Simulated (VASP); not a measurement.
TiO2, 3 atoms in the cell. Symmetry: R-3m, No. 166, trigonal system. Conventional cell: a = 2.995 Å, b = 2.995 Å, c = 20.945 Å, α = 90.00°, β = 90.00°, γ = 120.00°. Ti (site symmetry -3m) has 6 O at 1.98 Å within 2.6 Å. O (site symmetry 3m) has 3 Ti at 1.98 Å and 3 O at 2.60 Å within 2.6 Å. 

| Property | Result |
| --- | --- |
| Program | VASP 6.6.1 |
| Task | single point |
| Functional | rev-vdW-DF2 |
| Potentials or basis | VASP PAW PBE potentials, release 64 (Ti_sv, O) |
| Cutoff | 460 eV |
| k mesh | 6 × 6 × 6 |
| Occupations | gaussian, width 0.03 eV |
| Spin | no spin polarisation |
| Tolerance level | standard |
| Purpose | levels |
| Further INCAR settings | PREC = Low; ALGO = Normal; EDIFF = 0.0001; NBANDS = 34 |

Potentials or basis: VASP PAW PBE potentials, release 64 (Ti_sv, O).

Command:

```sh
$ cat potpaw_PBE.64/Ti_sv/POTCAR potpaw_PBE.64/O/POTCAR > POTCAR
$ mpirun -np 4 vasp_std > vasp.out
```

Hardware: 4 MPI ranks on AMD EPYC 9R45 96-Core Processor (Zen 5), on a shared host.

Q: Estimate the wall time of this run.

A: Run time: 26 s on 4 MPI ranks on AMD EPYC 9R45 96-Core Processor (Zen 5), with other jobs on the host, peak memory 0.27 GiB a rank. Counts: scf iterations 14, k points 32.
